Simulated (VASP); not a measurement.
Runs of VASP 6.6.1 on AlNi3. The structure is that of space group Pm-3m (No. 221), or close to it. The cells are those of the table. 

| cell | smearing | gap on the mesh (eV) | pressure (GPa) | moment (μB) |
| --- | --- | --- | --- | --- |
| a = 3.589 Å, 4 atoms | gaussian 0.1 eV | none | -10.3 | 0.70 |
| a = 3.519 Å, 4 atoms | gaussian 0.15 eV | none | 0.1 | 0.56 |
| a = 3.554, b = 3.506, c = 3.506 Å, 4 atoms | gaussian 0.1 eV | none | (a) | (c) |
| a = 3.414, b = 3.563, c = 3.563 Å, 4 atoms | gaussian 0.1 eV | none | (b) | 0.61 |
| a = 3.625 Å, 4 atoms | gaussian 0.1 eV | none | -14.4 | 0.71 |

Alike in all rows: task single point; level PBEsol; potentials or basis VASP PAW PBE potentials, release 64 (Al, Ni); spin collinear, ferromagnetic start; k mesh 14 × 14 × 14; cutoff (eV) 520.

Question: Fill in the values left out.

Answer: (a) -0.4; (b) 1.4; (c) 0.66.

Caveats: the PAW data sets were made with another functional, which shifts forces and pressure a little; the cell stands under tension (at least some runs).

A gap of «none» marks levels without a gap at the run's occupations.
